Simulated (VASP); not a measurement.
HfC, 2 atoms in the cell. Symmetry: Fm-3m, No. 225, cubic system. Conventional cell: a = 4.700 Å, b = 4.700 Å, c = 4.700 Å, α = 90.00°, β = 90.00°, γ = 90.00°. Within 3.1 Å of Hf (site symmetry m-3m) lie 6 C at 2.35 Å. C (site symmetry m-3m) has 6 Hf at 2.35 Å within 3.1 Å. 

```yaml
Program: VASP 6.6.1
Task: single point
Functional: BLYP
Potentials_or_basis: VASP PAW PBE potentials, release 64 (Hf_pv, C)
Cutoff: 520 eV
k_mesh: 12 × 12 × 12
Occupations: fermi-dirac, width 0.05 eV
Spin: no spin polarisation
Dipole_correction: no
Further_INCAR_settings: ALGO = Normal; EDIFF = 1e-06; NBANDS = 14
```

Potentials or basis: VASP PAW PBE potentials, release 64 (Hf_pv, C).

Run with:

```bash
$ cat potpaw_PBE.64/Hf_pv/POTCAR potpaw_PBE.64/C/POTCAR > POTCAR
$ mpirun -np 1 vasp_std > vasp.out
```

Hardware: 1 thread of Intel Xeon 8259CL, with other jobs on the host.

Task: Estimate the wall time of this run.

Result: Wall time 3.1 min on 1 thread of Intel Xeon 8259CL, with other jobs on the host, peak memory 0.25 GiB. Counts: scf iterations 13, k points 280.
